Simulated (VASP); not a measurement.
A run of VASP 6.6.1:

The input INCAR:

```
SYSTEM = LaNb4O
PREC = Accurate ; ENCUT = 520
EDIFF = 1E-6 ; ISMEAR = 0
SIGMA = 0.1 ; LREAL = .FALSE.
LASPH = .TRUE. ; NELM = 100
ALGO = Normal ; ISIF = 2
LWAVE = .FALSE. ; LCHARG = .FALSE.
GGA = PE ; NBANDS = 44
```

Contents of KPOINTS:

```
Automatic mesh
0
G
  4 4 4
  0 0 0
```

File POSCAR:

```
LaNb4O
1.0
    3.7344306867      0.0000000000      0.0000000000
    0.0000000000      3.7344306867      0.0000000000
    0.0000000000      0.0000000000      9.3460412869
La Nb O
1 4 1
Direct
    0.5000000000      0.5000000000      0.0000000000
    0.0000000000      0.5000000000      0.6387055497
    0.5000000000      0.0000000000      0.6387055497
    0.0000000000      0.5000000000      0.3612944503
    0.5000000000      0.0000000000      0.3612944503
    0.0000000000      0.0000000000      0.0000000000
```

Potentials or basis: VASP PAW PBE potentials, release 64 (La, Nb_sv, O).

Command:

```bash
$ cat potpaw_PBE.64/La/POTCAR potpaw_PBE.64/Nb_sv/POTCAR potpaw_PBE.64/O/POTCAR > POTCAR
$ mpirun -np 1 vasp_std > vasp.out
```

Hardware: 1 thread of AMD EPYC 9R45 96-Core Processor (Zen 5) (shared host).

Problem. How long does it take, and how much memory?

Solution. Run time: 80 s on 1 thread of AMD EPYC 9R45 96-Core Processor (Zen 5), with other jobs on the host, peak memory 0.26 GiB. Counts: scf iterations 16, k points 18.
